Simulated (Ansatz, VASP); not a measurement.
## Two plane-wave programs on Cs

```
CELL_PARAMETERS angstrom
-3.02250 3.02250 2.90160
3.02250 -3.02250 2.90160
3.02250 3.02250 -2.90160
ATOMIC_POSITIONS crystal
Cs 0.00000 0.00000 0.00000
```

Change from the starting cell: strain +0.000 along x and y, -0.040 along z, atoms carried along.

Alike in both runs: task single point; functional PBE; k mesh 12 × 12 × 12; occupations gaussian, width 0.15 eV; no spin polarisation.

```csv
,VASP,Ansatz
version,VASP 6.6.1,Ansatz 0.2.0
potentials or method,"VASP PAW PBE potentials, release 64 (Cs_sv), cutoff 520 eV","scalar-relativistic, plane waves, PAW"
valence electrons in the cell,9,9
```

```csv
,VASP,Ansatz,Ansatz less VASP
gap on the k mesh at the Fermi level (eV),none,none,-
pressure (GPa),0.2,0.2,+0.01
```

A gap of «none» marks a metal or a gap that the smearing closes. The functional is the same, so the differences come from potentials, cutoffs and numerics.

Spin-orbit coupling is off throughout.
